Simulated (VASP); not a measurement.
# MgO (I4/mmm) in VASP: G0W0 quasiparticle levels with PBE

Aim: the G0W0 quasiparticle levels of MgO with PBE.

All numbers are computed with VASP 6.6.1; they aren't measurements. Logs are shortened: lines on timing, memory, paths and dates and some standing lists are left out, and cuts for length are marked.

## (1) The cell of the first run

The structure is tetragonal, space group I4/mmm (No. 139). The conventional cell has a = 3.062 Å, b = 3.062 Å, c = 4.133 Å, α = 90.00°, β = 90.00°, γ = 90.00°. Mg (site symmetry 4/mmm) has 6 O at 2.07 to 2.17 Å within 2.7 Å. O (site symmetry 4/mmm) has 6 Mg at 2.07 to 2.17 Å within 2.7 Å.

## (2) G0W0 quasiparticle levels, PBE

Input file POSCAR:

```
MgO
1.0
    0.0000000000      2.1652324379      2.0667334819
    2.1652324379      0.0000000000      2.0667334819
    2.1652324379      2.1652324379      0.0000000000
Mg O
1 1
Direct
    0.0000000000      0.0000000000      0.0000000000
    0.5000000000      0.5000000000      0.5000000000
```

Input file INCAR.step1:

```
ALGO     = Normal         # electronic algorithm
EDIFF    = 1E-8           # SCF threshold, eV
ENCUT    = 500            # plane-wave cutoff, eV
GGA      = PE             # functional
ISMEAR   = 0              # smearing method
LASPH    = T              # aspherical terms in the spheres
LCHARG   = F              # write CHGCAR
LREAL    = F              # projectors in reciprocal space
LWAVE    = T              # write WAVECAR
NELM     = 60             # most SCF steps
PREC     = Accurate       # precision mode
SIGMA    = 0.01           # smearing width, eV
```

Input file INCAR.step2:

```
ALGO     = Exact          # electronic algorithm
EDIFF    = 1E-8           # SCF threshold, eV
ENCUT    = 500            # plane-wave cutoff, eV
GGA      = PE             # functional
ISMEAR   = 0              # smearing method
ISTART   = 1            
LASPH    = T              # aspherical terms in the spheres
LCHARG   = F              # write CHGCAR
LOPTICS  = T              # frequency-dependent dielectric function
LREAL    = F              # projectors in reciprocal space
LWAVE    = T              # write WAVECAR
NBANDS   = 84             # bands
NELM     = 1              # most SCF steps
PREC     = Accurate       # precision mode
SIGMA    = 0.01           # smearing width, eV
```

Input file INCAR.step3:

```
ALGO     = EVGW0          # electronic algorithm
EDIFF    = 1E-8           # SCF threshold, eV
ENCUT    = 500            # plane-wave cutoff, eV
ENCUTGW  = 150.0          # cutoff of the response function
GGA      = PE             # functional
ISMEAR   = 0              # smearing method
ISTART   = 1            
LASPH    = T              # aspherical terms in the spheres
LCHARG   = F              # write CHGCAR
LREAL    = F              # projectors in reciprocal space
LWAVE    = F              # write WAVECAR
NBANDS   = 84             # bands
NBANDSGW = 12           
NELMGW   = 1            
NOMEGA   = 96             # frequency points
OMEGAMAX = 20           
PREC     = Accurate       # precision mode
PRECFOCK = Fast         
SIGMA    = 0.01           # smearing width, eV
```

Input file KPOINTS:

```
k-points
0
Gamma
  6 6 6
```

Potentials or basis: VASP PAW PBE potentials, release 64 (Mg_GW, O_GW).

Started as:

```bash
> cat potpaw_PBE.64/Mg_GW/POTCAR potpaw_PBE.64/O_GW/POTCAR > POTCAR
> cp INCAR.step1 INCAR
> mpirun -np 1 vasp_std > vasp.out
> cp INCAR.step2 INCAR
> mpirun -np 1 vasp_std > vasp.out
> cp INCAR.step3 INCAR
> mpirun -np 1 vasp_std > vasp.out
```

OUTCAR:

```text
EDIFF = 1E-8
   ENCUT = 500
   ENCUTGW = 150.0
   GGA = PE
   ISMEAR = 0
   ISTART = 1
   LASPH = T
   LREAL = F
   NELMGW = 1
   PREC = Accurate
   PRECFOCK = Fast

 ion  position               nearest neighbor table
   1  0.000  0.000  0.000-   2 2.07   2 2.07   2 2.17   2 2.17   2 2.17   2 2.17
   2  0.500  0.500  0.500-   1 2.07   1 2.07   1 2.17   1 2.17   1 2.17   1 2.17

  LATTYP: Found a body centered tetragonal cell.
 ALAT       =     3.0621010794
 C/A-ratio  =     1.3498793334

  Lattice vectors:

 A1 = (   0.0000000000,  -2.1652324379,  -2.0667334819)
 A2 = (   0.0000000000,   2.1652324379,  -2.0667334819)
 A3 = (   2.1652324379,   0.0000000000,   2.0667334819)

Analysis of symmetry for initial positions (statically):
=====================================================================
 Subroutine PRICEL returns:
 Original cell was already a primitive cell.

 Routine SETGRP: Setting up the symmetry group for a
 body centered tetragonal supercell.

 Subroutine GETGRP returns: Found 16 space group operations
 (whereof 16 operations were pure point group operations)
 out of a pool of 16 trial point group operations.

The static configuration has the point symmetry D_4h.

Analysis of symmetry for dynamics (positions and initial velocities):
=====================================================================
 Subroutine PRICEL returns:
 Original cell was already a primitive cell.

 Routine SETGRP: Setting up the symmetry group for a
 body centered tetragonal supercell.

 Subroutine GETGRP returns: Found 16 space group operations
 (whereof 16 operations were pure point group operations)
 out of a pool of 16 trial point group operations.

The dynamic configuration has the point symmetry D_4h.

 Subroutine INISYM returns: Found 16 space group operations
 (whereof 16 operations are pure point group operations),
 and found     1 'primitive' translations

----------------------------------------------------------------------------------------

                                     Primitive cell

  volume of cell :      19.3787

  direct lattice vectors                    reciprocal lattice vectors
     0.000000000  2.165232438  2.066733482    -0.230922090  0.230922090  0.241927662
     2.165232438  0.000000000  2.066733482     0.230922090 -0.230922090  0.241927662
     2.165232438  2.165232438  0.000000000     0.230922090  0.230922090 -0.241927662

  length of vectors
     2.993262233  2.993262233  3.062101079     0.406422215  0.406422215  0.406422215

  position of ions in fractional coordinates (direct lattice)
     0.000000000  0.000000000  0.000000000
     0.500000000  0.500000000  0.500000000

  ion indices of the primitive-cell ions
   primitive index   ion index
                 1           1
                 2           2

----------------------------------------------------------------------------------------

 KPOINTS: k-points

Automatic generation of k-mesh.
 Grid dimensions read from file:
 generate k-points for:    6    6    6

 Generating k-lattice:

  Cartesian coordinates                     Fractional coordinates (reciprocal lattice)
    -0.038487015  0.038487015  0.040321277     0.166666667  0.000000000  0.000000000
     0.038487015 -0.038487015  0.040321277     0.000000000  0.166666667  0.000000000
     0.038487015  0.038487015 -0.040321277     0.000000000  0.000000000  0.166666667

  Length of vectors
     0.067737036  0.067737036  0.067737036

  Shift w.r.t. Gamma in fractional coordinates (k-lattice)
     0.000000000  0.000000000  0.000000000

 Subroutine IBZKPT returns following result:
 ===========================================

 Found     30 irreducible k-points:

 Following reciprocal coordinates:
            Coordinates               Weight
  0.000000  0.000000  0.000000      1.000000
  0.166667 -0.000000  0.000000      8.000000
  0.333333 -0.000000  0.000000      8.000000
  0.500000  0.000000  0.000000      4.000000
  0.166667  0.166667  0.000000      2.000000
  0.333333  0.166667  0.000000      8.000000
[... 16 lines left out ...]
  0.333333  0.000000  0.333333      4.000000
  0.500000 -0.000000  0.333333     16.000000
 [... further k-points ...]
   k-points           NKPTS =     30   k-points in BZ     NKDIM =    216   number of bands    NBANDS=     84
   number of dos      NEDOS =    301   number of ions     NIONS =      2
   total plane-waves  NPLWV =  13824
   dimension x,y,z NGX =    24 NGY =   24 NGZ =   24
   dimension x,y,z NGXF=    48 NGYF=   48 NGZF=   48
   ions per type =               1   1
   NGX,Y,Z   is equivalent  to a cutoff of  13.33, 13.33, 13.03 a.u.
   NGXF,Y,Z  is equivalent  to a cutoff of  26.66, 26.66, 26.06 a.u.
 SYSTEM =  unknown system
   PREC   = accura    normal or accurate (medium, high low for compatibility)
   ISTART =      1    job   : 0-new  1-cont  2-samecut
   ICHARG =      0    charge: 1-file 2-atom 10-const
   ISPIN  =      1    spin polarized calculation?
   LNONCOLLINEAR =      F non collinear calculations
   LSORBIT =      F    spin-orbit coupling
   LASPH  =      T    aspherical Exc in radial PAW
   ENCUT  =  500.0 eV  36.75 Ry    6.06 a.u.   5.46  5.46  5.58*2*pi/ulx,y,z
   NELM   =     60;   NELMIN=  2; NELMDL=  0     # of ELM steps
   EDIFF  = 0.1E-07   stopping-criterion for ELM
   LREAL  =      F    real-space projection
   EDIFFG = 0.1E-06   stopping-criterion for IOM
   NSW    =      0    number of steps for IOM
   IBRION =     -1    ionic relax: 0-MD 1-quasi-New 2-CG
   NFREE  =      0    steps in history (QN), initial steepest desc. (CG)
   ISIF   =      0    stress and relaxation
   ISYM   =      3    0-nonsym 1-usesym 2-fastsym
   POTIM  = 0.5000    time-step for ionic-motion
   TEBEG  =    0.0;   TEEND  =   0.0 temperature during run
   PSTRESS=    0.0 pullay stress
   NELECT =       8.0000    total number of electrons
   NUPDOWN=      -1.0000    fix difference up-down
   EMIN   =  10.00;   EMAX   =-10.00  energy-range for DOS
   EFERMI =   0.00;   METHOD = LEGACY
   ISMEAR =     0;   SIGMA  =   0.01  broadening in eV -4-tet -1-fermi 0-gaus
   EFERMI_NEDOS =   21; number of points for ismear=-14 and -15
   IALGO  =     38    algorithm
   IMIX   =      4    mixing-type and parameters
     AMIX     =   0.40;   BMIX     =  1.00
     AMIX_MAG =   1.60;   BMIX_MAG =  1.00
  volume/ion in A,a.u.               =       9.69        65.39
  Fermi-wavevector in a.u.,A,eV,Ry     =   1.218981  2.303540 20.217101  1.485915
  Thomas-Fermi vector in A             =   2.354249
   LORBIT       =      0    0 simple, 1 ext, 2 COOP (PROOUT), +10 PAW based schemes
   GGA     = PE    functional components
   LHFCALC =     T    Hartree Fock is set to
   PRECFOCK=fast      Normal, Fast or Accurate (Low or Medium for compatibility)
   ENCUT4O =  -1.0   cutoff for four orbital integrals eV
   NKREDX  =     1    reduce k-point grid by
   NKREDY  =     1    reduce k-point grid by
   NKREDZ  =     1    reduce k-point grid by
   AEXX    =    1.0000 exact exchange contribution
   HFSCREEN=    0.0000 screening length (either q_TF or 0.3 A-1)
   HFSCREENC=   0.0000 screening length for correlation (either q_TF or 0.3 A-1)
   ENCUTFOCK=  -1.0 apply spherical cutoff to Coloumb kernel
   IVDW    =     0    specifies the selected vdW correction
   LEPSILON=     F    determine dielectric tensor
   LRPA    =     F    only Hartree local field effects (RPA)
   LRPAFORCE           =     F    calculate RPA forces
   ENCUTGW             = 150.0    cutoff for response function in eV
   ENCUTGWSOFT         = 120.0    soft cutoff for Coulomb kernel in GW response function in eV
   ENCUTLF             =  -1.0    cutoff for local field effects
   NELMGW              =     1    number of iterations in solving QP/BSE equation
   NELMHF              =     1    number of iterations in the inner HF iteration
   NKREDLFX            =     1    NKREDLFY  =   1   NKREDLFZ  =   1
 non-spin polarized calculation
 Gauss-broadening in eV      SIGMA  =   0.01
  energy-cutoff  :      500.00
  volume of cell :       19.38
 maximum number of plane-waves:       515
 NGX is ok and might be reduce to    24
  NGX = 14; NGY = 14; NGZ = 14
   NGX = 11   NGY = 11   NGZ = 11
 maximum number of plane-waves:        88
 NGX is ok and might be reduce to    14

 QP shifts <psi_nk| G(iteration)W_0 |psi_nk>: iteration 1
 for sc-GW calculations column KS-energies equals QP-energies in previous step
 and V_xc(KS)=  KS-energies - (<T + V_ion + V_H > + <T+V_H+V_ion>^1  + <V_x>^1)

 k-point   1 :       0.0000    0.0000    0.0000
  band No.  KS-energies  QP-energies   sigma(KS)   V_xc(KS)     V^pw_x(r,r')   Z            occupation Imag(sigma)

      1     -14.1795     -16.1851     -21.0957     -18.1529     -29.8937       0.6815       2.0000       1.0636
      2       2.8298       1.5551     -21.2878     -19.6517     -25.2170       0.7791       2.0000       0.0440
      3       2.9459       1.7038     -21.2214     -19.6280     -25.0456       0.7796       2.0000       0.0422
      4       2.9459       1.7038     -21.2214     -19.6280     -25.0456       0.7796       2.0000       0.0422
      5       7.2760       8.4559     -10.5277     -11.9326      -7.3101       0.8399       0.0000      -0.0404
      6      18.3782      19.5780      -7.5183      -8.9700      -3.0647       0.8264       0.0000      -0.0777
      7      18.3782      19.5780      -7.5183      -8.9700      -3.0647       0.8264       0.0000      -0.0777
      8      18.8499      19.9893      -7.3845      -8.7738      -2.8655       0.8201       0.0000      -0.0880
      9      22.3620      22.7280      -7.3009      -7.7776      -1.6242       0.7678       0.0000      -0.4346
     10      23.3288      24.7556      -7.8776      -9.6252      -3.1578       0.8164       0.0000      -0.1385
     11      24.8492      26.3420      -8.0150      -9.8431      -3.2142       0.8166       0.0000      -0.1768
     12      25.7319      27.1641      -7.3849      -9.1655      -1.7469       0.8044       0.0000      -0.5161

 k-point   2 :       0.1667   -0.0000    0.0000
  band No.  KS-energies  QP-energies   sigma(KS)   V_xc(KS)     V^pw_x(r,r')   Z            occupation Imag(sigma)
[... 353 lines left out ...]
      1     -12.8380     -14.9160     -22.5492     -19.6507     -31.1758       0.7169       2.0000       0.9901
      2      -0.7611      -2.5330     -17.6354     -15.3035     -21.7219       0.7598       2.0000       0.0689
      3       1.0905      -0.4716     -19.3409     -17.3161     -23.3232       0.7715       2.0000       0.0525
      4       1.8417       0.3845     -20.2204     -18.3373     -24.1933       0.7739       2.0000       0.0476
      5      12.6116      13.8456      -8.5559     -10.0341      -4.5865       0.8348       0.0000      -0.0526
      6      13.4505      14.9125      -9.8052     -11.5836      -5.7948       0.8221       0.0000      -0.0565
      7      15.3122      16.9320     -10.6570     -12.6893      -6.2349       0.7970       0.0000      -0.0756
      8      20.5905      22.0498      -9.1477     -11.0172      -3.9145       0.7806       0.0000      -0.1951
      9      21.2402      22.7633      -9.6445     -11.5938      -4.3031       0.7814       0.0000      -0.2269
     10      28.1956      29.7124      -8.6415     -10.4950      -3.1297       0.8184       0.0000      -0.6003
     11      28.8766      30.4788      -8.7584     -10.6869      -3.1599       0.8308       0.0000      -0.7648
     12      30.8711      32.3051      -7.6785      -9.4066      -2.1774       0.8298       0.0000      -0.7232

 [... further k-points ...]
```

Run time: 6.8 min. Hardware: 1 thread of Intel Xeon Platinum 8375C at 2.90GHz (Ice Lake), shared host; peak memory 0.41 GiB.

Results:

```
Quasiparticle gap                                   : 6.75 eV
Least direct quasiparticle gap                      : 6.75 eV
Band gap of the starting levels on the mesh         : 4.33 eV
Least direct gap of the starting levels on the mesh : 4.33 eV
```

Caveat: the k points lie up to 0.43 Å⁻¹ apart; bands, screening cutoff and mesh are small and nothing is extrapolated, so the quasiparticle values aren't converged.
